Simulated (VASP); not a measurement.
Wanted: the native input for a VASP 6.6.1 run.

| Item | Value |
| --- | --- |
| Task | single point |
| Functional | PBE |
| Potentials or basis | VASP PAW PBE potentials, release 64 (Ti_sv, Ta_pv, Si) |
| Cutoff | 520 eV |
| k mesh | 10 × 10 × 6 |
| Occupations | gaussian, width 0.1 eV |
| Spin | no spin polarisation |
| Dipole correction | no |
| Further INCAR settings | ALGO = Normal; EDIFF = 1e-06; NBANDS = 32 |

The structure of Ta2TiSi3 lies in POSCAR:

```
Ta2TiSi3
1.0
    3.5120143075      0.0000000000      0.0000000000
    0.0000000000      3.5120143075      0.0000000000
    0.0000000000      0.0000000000      7.4054385367
Ti Ta Si
1 2 3
Direct
    0.0000000000      0.0000000000      0.0000000000
    0.0000000000      0.5000000000      0.6225214050
    0.5000000000      0.0000000000      0.3774785950
    0.0000000000      0.5000000000      0.2618152512
    0.5000000000      0.0000000000      0.7381847488
    0.5000000000      0.5000000000      0.0000000000
```

The cell was built from a structure type or drawn by symmetry, and may not be a known phase.

These files were run (other wordings do the same):

INCAR

```
PREC = Accurate
ENCUT = 520
EDIFF = 1E-6
ISMEAR = 0
SIGMA = 0.1
LREAL = F
LASPH = T
NELM = 100
ALGO = Normal
ISIF = 2
LWAVE = F
LCHARG = F
GGA = PE
NBANDS = 32
```

KPOINTS

```
Automatic mesh
0
Gamma
  10 10 6
```

Potentials or basis: VASP PAW PBE potentials, release 64 (Ti_sv, Ta_pv, Si).

The run is started by

```bash
$ cat potpaw_PBE.64/Ti_sv/POTCAR potpaw_PBE.64/Ta_pv/POTCAR potpaw_PBE.64/Si/POTCAR > POTCAR
$ mpirun -np 1 vasp_std > vasp.out
```

Results of the run:

The pressure is 0.0 GPa and the largest force is 0.013 eV/Å. The band gap on the k mesh is zero (bands 23 and 24 overlap by 0.35 eV).

Caveat: spin-orbit coupling is left out, which moves the levels of the heavy elements.

It took 6 min on 1 thread of Intel Xeon 8259CL, on a shared host, peak memory 0.36 GiB.
